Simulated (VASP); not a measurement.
Wanted: the native input for a VASP 6.6.1 run.

```yaml
Task: G0W0 quasiparticle levels
Functional: PBE
Potentials_or_basis: VASP PAW PBE potentials, release 64 (B_GW, N_GW)
Cutoff: 500 eV
k_mesh: 6 × 6 × 6
Occupations: gaussian, width 0.01 eV
Spin: no spin polarisation
Dipole_correction: no
GW_scheme: G0W0
GW_iterations: 1
Cutoff_of_the_response_function: 150
Frequency_points: 96
Empty_bands: 48
Further_INCAR_settings: ALGO = EVGW0; EDIFF = 1e-08; NBANDS = 52
```

The system is BN.

```
CELL_PARAMETERS angstrom
0.00000 1.80483 1.76873
1.80483 0.00000 1.76873
1.80483 1.80483 0.00000
ATOMIC_POSITIONS crystal
B 0.00000 0.00000 0.00000
N 0.25000 0.25000 0.25000
```

One way to write it, as run:

POSCAR

```
BN
1.0
    0.0000000000      1.8048254650      1.7687289557
    1.8048254650      0.0000000000      1.7687289557
    1.8048254650      1.8048254650      0.0000000000
B N
1 1
Direct
    0.0000000000      0.0000000000      0.0000000000
    0.2500000000      0.2500000000      0.2500000000
```

INCAR.step1

```
SYSTEM = BN
PREC = Accurate
ENCUT = 500
EDIFF = 1E-8
ISMEAR = 0
SIGMA = 0.01
LREAL = .FALSE.
LASPH = .TRUE.
NELM = 100
ALGO = Normal
LWAVE = .TRUE.
LCHARG = .FALSE.
GGA = PE
```

INCAR.step2

```
SYSTEM = BN
PREC = Accurate
ENCUT = 500
EDIFF = 1E-8
ISMEAR = 0
SIGMA = 0.01
LREAL = .FALSE.
LASPH = .TRUE.
NELM = 1
ALGO = Exact
LWAVE = .TRUE.
LCHARG = .FALSE.
GGA = PE
NBANDS = 52
LOPTICS = .TRUE.
ISTART = 1
```

INCAR.step3

```
SYSTEM = BN
PREC = Accurate
ENCUT = 500
EDIFF = 1E-8
ISMEAR = 0
SIGMA = 0.01
LREAL = .FALSE.
LASPH = .TRUE.
ALGO = EVGW0
LWAVE = .FALSE.
LCHARG = .FALSE.
GGA = PE
NELMGW = 1
NBANDS = 52
ENCUTGW = 150.0
NOMEGA = 96
PRECFOCK = Fast
ISTART = 1
NBANDSGW = 12
OMEGAMAX = 30
```

KPOINTS

```
regular mesh
0
G
  6 6 6
  0 0 0
```

Potentials or basis: VASP PAW PBE potentials, release 64 (B_GW, N_GW).

Run with:

```bash
$ cat potpaw_PBE.64/B_GW/POTCAR potpaw_PBE.64/N_GW/POTCAR > POTCAR
$ cp INCAR.step1 INCAR
$ mpirun -np 1 vasp_std > vasp.out
$ cp INCAR.step2 INCAR
$ mpirun -np 1 vasp_std > vasp.out
$ cp INCAR.step3 INCAR
$ mpirun -np 1 vasp_std > vasp.out
```

It gave:

```
Quasiparticle gap                                   : 5.60 eV
Least direct quasiparticle gap                      : 10.84 eV
Band gap of the starting levels on the mesh         : 4.12 eV
Least direct gap of the starting levels on the mesh : 8.72 eV
```

Caveat: the k points lie up to 0.51 Å⁻¹ apart; bands, screening cutoff and mesh are small and nothing is extrapolated, so the quasiparticle values aren't converged.

Run time: 120 s on 1 thread of AMD EPYC 9R45 (Zen 5), on a shared host, peak memory 0.21 GiB.
